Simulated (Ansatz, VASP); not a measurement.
One calculation of SnTe, two programs

```
CELL_PARAMETERS angstrom
3.89182 0.00000 0.00000
0.00000 3.89182 0.00000
0.00000 0.00000 3.89182
ATOMIC_POSITIONS crystal
Sn 0.00000 0.00000 0.00000
Te 0.50000 0.50000 0.50000
```

Alike in both runs: task single point; functional PBE; dispersion D4; k mesh 4 × 4 × 4; occupations fermi-dirac, width 0.02 eV; no spin polarisation.

|  | VASP | Ansatz |
| --- | --- | --- |
| version | VASP 6.6.1 | Ansatz 0.2.0 |
| potentials or method | VASP PAW PBE potentials, release 64 (Sn_d, Te) | plane waves |
| plane-wave cutoff (eV) | 500 | 420 |
| valence electrons in the cell | 20 | 30 |

Ansatz gave:

| Item | Value |
| --- | --- |
| pressure (GPa) | -1.9 |

Q: Estimate VASP's values.

A: Pressure (GPa): -2.0.

VASP's potentials hold 20 valence electrons a cell and Ansatz's 30, so a difference there can come from the potentials and not from the codes. Ansatz's warnings: dispersion switch in reach.

The k mesh is coarse, so the values compare programs but aren't converged. Neither program's run includes spin-orbit coupling.
